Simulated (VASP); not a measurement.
# TiTe2 (P-3m1) in VASP: further runs

The runs below take TiTe2 through single point, with PBE.

Program: VASP 6.6.1. These are calculated values, not measurements. Logs are shortened: lines on timing, memory, paths and dates and some standing lists are left out, and cuts for length are marked.

### Step 1. The cell of the first run

It takes space group P-3m1 (No. 164, trigonal). The conventional cell has a = 3.777 Å, b = 3.777 Å, c = 6.498 Å, α = 90.00°, β = 90.00°, γ = 120.00°. Ti (site symmetry -3m) has 6 Te at 2.77 Å within 3.7 Å. Te (site symmetry 3m) has 3 Ti at 2.77 Å within 3.7 Å.

### Step 2. Single point, PBE

INCAR

```
ALGO = Normal ; EDIFF = 1E-6
ENCUT = 520 ; GGA = PE
ISIF = 2 ; ISMEAR = 1
LASPH = True ; LCHARG = False
LREAL = False ; LWAVE = False
NBANDS = 19 ; NELM = 80
PREC = Accurate ; SIGMA = 0.1
```

KPOINTS

```
k-points
0
Gamma
  2 2 1
```

POSCAR

```
TiTe2
1.0
    3.7770000000      0.0000000000      0.0000000000
   -1.8885000000      3.2709779500      0.0000000000
    0.0000000000      0.0000000000      6.4980000000
Ti Te
1 2
Direct
    0.0000000000      0.0000000000      0.0000000000
    0.6666666667      0.3333333333      0.2628000000
    0.3333333333      0.6666666667      0.7372000000
```

Potentials or basis: VASP PAW PBE potentials, release 64 (Ti_sv, Te).

The run is started by

```bash
cat potpaw_PBE.64/Ti_sv/POTCAR potpaw_PBE.64/Te/POTCAR > POTCAR
mpirun -np 1 vasp_std > vasp.out
```

OUTCAR:

```text
EDIFF = 1E-6
   ENCUT = 520
   GGA = PE
   ISIF = 2
   ISMEAR = 1
   LASPH = True
   LREAL = False
   NELM = 80
   PREC = Accurate

 ion  position               nearest neighbor table
   1  0.000  0.000  0.000-   2 2.77   3 2.77   3 2.77   2 2.77   2 2.77   3 2.77
   2  0.667  0.333  0.263-   1 2.77   1 2.77   1 2.77
   3  0.333  0.667  0.737-   1 2.77   1 2.77   1 2.77

  LATTYP: Found a hexagonal cell.
 ALAT       =     3.7770000000
 C/A-ratio  =     1.7204130262

  Lattice vectors:

 A1 = (   3.7770000000,   0.0000000000,   0.0000000000)
 A2 = (  -1.8885000000,   3.2709779500,   0.0000000000)
 A3 = (   0.0000000000,   0.0000000000,   6.4980000000)

Analysis of symmetry for initial positions (statically):
=====================================================================
 Subroutine PRICEL returns:
 Original cell was already a primitive cell.

 Routine SETGRP: Setting up the symmetry group for a
 hexagonal supercell.

 Subroutine GETGRP returns: Found 12 space group operations
 (whereof 12 operations were pure point group operations)
 out of a pool of 24 trial point group operations.

The static configuration has the point symmetry D_3d.

Analysis of symmetry for dynamics (positions and initial velocities):
=====================================================================
 Subroutine PRICEL returns:
 Original cell was already a primitive cell.

 Routine SETGRP: Setting up the symmetry group for a
 hexagonal supercell.

 Subroutine GETGRP returns: Found 12 space group operations
 (whereof 12 operations were pure point group operations)
 out of a pool of 24 trial point group operations.

The dynamic configuration has the point symmetry D_3d.

 Subroutine INISYM returns: Found 12 space group operations
 (whereof 12 operations are pure point group operations),
 and found     1 'primitive' translations

----------------------------------------------------------------------------------------

                                     Primitive cell

  volume of cell :      80.2794

  direct lattice vectors                    reciprocal lattice vectors
     3.777000000  0.000000000  0.000000000     0.264760392  0.152859484  0.000000000
[... 65 lines left out ...]
   EDIFF  = 0.1E-05   stopping-criterion for ELM
   LREAL  =      F    real-space projection
   EDIFFG = 0.1E-04   stopping-criterion for IOM
   NSW    =      0    number of steps for IOM
   IBRION =     -1    ionic relax: 0-MD 1-quasi-New 2-CG
   NFREE  =      0    steps in history (QN), initial steepest desc. (CG)
   ISIF   =      2    stress and relaxation
   ISYM   =      2    0-nonsym 1-usesym 2-fastsym
   POTIM  = 0.5000    time-step for ionic-motion
   TEBEG  =    0.0;   TEEND  =   0.0 temperature during run
   PSTRESS=    0.0 pullay stress
   NELECT =      24.0000    total number of electrons
   NUPDOWN=      -1.0000    fix difference up-down
   EMIN   =  10.00;   EMAX   =-10.00  energy-range for DOS
   EFERMI =   0.00;   METHOD = LEGACY
   ISMEAR =     1;   SIGMA  =   0.10  broadening in eV -4-tet -1-fermi 0-gaus
   EFERMI_NEDOS =   21; number of points for ismear=-14 and -15
   IALGO  =     38    algorithm
   IMIX   =      4    mixing-type and parameters
     AMIX     =   0.40;   BMIX     =  1.00
     AMIX_MAG =   1.60;   BMIX_MAG =  1.00
  volume/ion in A,a.u.               =      26.76       180.58
  Fermi-wavevector in a.u.,A,eV,Ry     =   1.094655  2.068597 16.303438  1.198269
  Thomas-Fermi vector in A             =   2.230964
   LORBIT       =      0    0 simple, 1 ext, 2 COOP (PROOUT), +10 PAW based schemes
   GGA     = PE    functional components
   LHFCALC =     F    Hartree Fock is set to
   AEXX    =    0.0000 exact exchange contribution
   IVDW    =     0    specifies the selected vdW correction
   LEPSILON=     F    determine dielectric tensor
   LRPA    =     F    only Hartree local field effects (RPA)
 non-spin polarized calculation
 Methfessel and Paxton  Order N= 1 SIGMA  =   0.10
  energy-cutoff  :      520.00
  volume of cell :       80.28
 maximum number of plane-waves:      2164
 NGX is ok and might be reduce to    28
   NGX = 13   NGY = 13   NGZ = 25

 number of electron      23.9999998 magnetization

 Free energy of the ion-electron system (eV)
  ---------------------------------------------------
  ext. energy  EPLUGINS =         0.00000000
  ---------------------------------------------------
  free energy    TOTEN  =       -15.25902488 eV

  energy without entropy =      -15.25287461  energy(sigma->0) =      -15.25697479

 E-fermi :   7.2850     XC(G=0):  -9.8680

 val. band max:        7.2203380569   @ k =   0.5000   0.0000   0.0000
 cond. band min:       7.3265742908   @ k =   0.0000   0.0000   0.0000
 fundamental gap:      0.1062362338
 Fermi energy:         7.2850472497

 k-point     1 :       0.0000    0.0000    0.0000
  band No.  band energies     occupation
      1     -49.8291      2.00000
      2     -26.1573      2.00000
      3     -26.1573      2.00000
      4     -26.0338      2.00000
      5      -5.6783      2.00000
      6      -4.2017      2.00000
[... 11 lines left out ...]
     18      11.9022      0.00000
     19      12.7271      0.00000

 k-point     2 :       0.5000    0.0000    0.0000
  band No.  band energies     occupation
      1     -49.8259      2.00000
      2     -26.2023      2.00000
      3     -26.1676      2.00000
      4     -26.0229      2.00000
      5      -3.9444      2.00000
      6      -3.7460      2.00000
[... 11 lines left out ...]
     18      12.1317      0.00000
     19      12.5656      0.00000

------------------------ aborting loop because EDIFF is reached ----------------------------------------

  FORCE on cell =-STRESS in cart. coord.  units (eV):
  Direction    XX          YY          ZZ          XY          YZ          ZX
  --------------------------------------------------------------------------------------
  -------------------------------------------------------------------------------------
  Total        1.0849746      1.0849746     -2.4998966      0.0000000      0.0000000      0.0000000
  in kB       21.6533870     21.6533870    -49.8917023      0.0000000      0.0000000      0.0000000
  external PRESSURE =      -2.1949761 kB  Pullay stress =       0.0000000 kB

 VOLUME and BASIS-vectors are now :
 -----------------------------------------------------------------------------
  energy-cutoff  :      520.00
  volume of cell :       80.28
      direct lattice vectors                 reciprocal lattice vectors
     3.777000000  0.000000000  0.000000000     0.264760392  0.152859484  0.000000000
    -1.888500000  3.270977950  0.000000000     0.000000000  0.305718967  0.000000000
     0.000000000  0.000000000  6.498000000     0.000000000  0.000000000  0.153893506

 POSITION                                       TOTAL-FORCE (eV/Angst)
 -----------------------------------------------------------------------------------
      0.00000      0.00000      0.00000         0.000000      0.000000      0.000000
      1.88850      1.09033      1.70767        -0.000000     -0.000000      0.561915
     -0.00000      2.18065      4.79033         0.000000      0.000000     -0.561915
 -----------------------------------------------------------------------------------
    total drift:                                0.000000     -0.000000      0.000000

  FREE ENERGIE OF THE ION-ELECTRON SYSTEM (eV)
  ---------------------------------------------------
  free  energy   TOTEN  =       -15.2590248775 eV

  energy  without entropy=      -15.2528746110  energy(sigma->0) =      -15.25697479
```

stdout:

```text
POSCAR found type information on POSCAR TiTe
 POSCAR found :  2 types and       3 ions
 scaLAPACK will be used
 LDA part: xc-table for (Slater+PW92), standard interpolation
 POSCAR, INCAR and KPOINTS ok, starting setup
 FFT: planning ... GRIDC
 FFT: planning ... GRID_SOFT
 FFT: planning ... GRID
 WAVECAR not read
 entering main loop
```

It took 11 s on 1 thread of Intel Xeon Platinum 8259CL at 2.50GHz (Skylake/Cascade Lake), shared host; peak memory 0.18 GiB.

What came out:

| Quantity | Value |
| --- | --- |
| Free energy | -15.2590 eV |
| Pressure | -0.2 GPa |
| Largest force | 0.562 eV/Å |
| Band gap on the k mesh | zero (band 12 reaches 7.76 eV, above the bottom of band 13 at 7.22 eV) |

Forces on the atoms (eV/Å):
```
Ti   0.000  0.000  0.000
Te   0.000  0.000  0.562
Te   0.000  0.000 -0.562
```

Stress tensor (GPa, compression positive):
```
 2.17  0.00  0.00
 0.00  2.17  0.00
 0.00  0.00 -4.99
```

Caveat: the k points lie up to 0.97 Å⁻¹ apart; spin-orbit coupling is left out, which moves the levels of the heavy elements; this functional lacks dispersion, which binds the layers, so the pressure and a relaxed spacing across them are unreliable.

### Step 3. Single point, PBE

INCAR

```
ALGO = Normal ; EDIFF = 1E-6
ENCUT = 520 ; GGA = PE
ISIF = 2 ; ISMEAR = 1
LASPH = T ; LCHARG = F
LREAL = F ; LWAVE = F
NBANDS = 19 ; NELM = 100
PREC = Accurate ; SIGMA = 0.1
```

KPOINTS

```
k-points
0
Gamma
  3 3 2
```

POSCAR is that of step 2.

Potentials or basis: VASP PAW PBE potentials, release 64 (Ti_sv, Te).

The run is started by

```bash
cat potpaw_PBE.64/Ti_sv/POTCAR potpaw_PBE.64/Te/POTCAR > POTCAR
mpirun -np 1 vasp_std > vasp.out
```

Wall time 14 s (1 thread of Intel Xeon Platinum 8259CL at 2.50GHz (Skylake/Cascade Lake), shared host); peak memory 0.18 GiB.

The run converged. Its results:

```yaml
Free_energy: -15.9752 eV
Pressure: 1.2 GPa
Largest_force: 0.074 eV/Å
Band_gap_on_the_k_mesh: zero (band 12 reaches 7.35 eV, above the bottom of band 13 at 6.96 eV)
```

Forces on the atoms (eV/Å):
```
Ti   0.000  0.000  0.000
Te   0.000  0.000 -0.074
Te   0.000  0.000  0.074
```

Stress tensor (GPa, compression positive):
```
1.06 0.00 0.00
0.00 1.06 0.00
0.00 0.00 1.37
```

Levels at points of the mesh, in eV from the Fermi level:
```csv
k point,band 10,band 11,band 12,band 13,band 14,band 15
"(0.00, 0.00, 0.00)",0.28,0.38,0.38,0.42,0.90,0.90
"(0.00, 0.00, 0.50)",-1.68,0.37,0.37,0.58,0.58,0.95
```

Caveat: the k points lie up to 0.64 Å⁻¹ apart; spin-orbit coupling is left out, which moves the levels of the heavy elements; this functional lacks dispersion, which binds the layers, so the pressure and a relaxed spacing across them are unreliable.
